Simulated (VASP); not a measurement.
Wanted: the native input for a VASP 6.6.1 run.

```yaml
Task: single point
Functional: PBEsol
Potentials_or_basis: VASP PAW PBE potentials, release 64 (Mg, O)
Cutoff: 520 eV
k_mesh: 9 × 9 × 6
Occupations: gaussian, width 0.05 eV
Spin: no spin polarisation
Dipole_correction: no
Further_INCAR_settings: ALGO = Normal; EDIFF = 1e-06; NBANDS = 16
```

The structure of MgO lies in POSCAR:

```
MgO
1.0
    3.6293086721      0.0000000000      0.0000000000
   -1.8146543361      3.1430735082      0.0000000000
    0.0000000000      0.0000000000      4.3562022195
Mg O
2 2
Direct
    0.6666666667      0.3333333333      0.7500000000
    0.3333333333      0.6666666667      0.2500000000
    0.6666666667      0.3333333333      0.2500000000
    0.3333333333      0.6666666667      0.7500000000
```

This cell differs from its parent crystal: volume 12.423 Å^3 an atom, c/a of the conventional cell 1.2003.

These files were run (other wordings do the same):

INCAR

```
SYSTEM = MgO
PREC = Accurate
ENCUT = 520
EDIFF = 1E-6
ISMEAR = 0
SIGMA = 0.05
LREAL = .False.
LASPH = .True.
NELM = 100
ALGO = Normal
ISIF = 2
LWAVE = .False.
LCHARG = .False.
GGA = PS
NBANDS = 16
```

KPOINTS

```
regular mesh
0
Gamma
  9 9 6
  0 0 0
```

Potentials or basis: VASP PAW PBE potentials, release 64 (Mg, O).

Run with:

```sh
$ cat potpaw_PBE.64/Mg/POTCAR potpaw_PBE.64/O/POTCAR > POTCAR
$ mpirun -np 1 vasp_std > vasp.out
```

Results of the run:

The pressure is -12.2 GPa. The band gap on the k mesh is 2.72 eV, direct.

Caveat: the PAW data sets were made with another functional, which shifts forces and pressure a little.

It took 31 s on 1 thread of Intel(R) Xeon(R) Platinum 8259CL CPU @ 2.50GHz (Skylake/Cascade Lake) (shared host), peak memory 0.18 GiB.
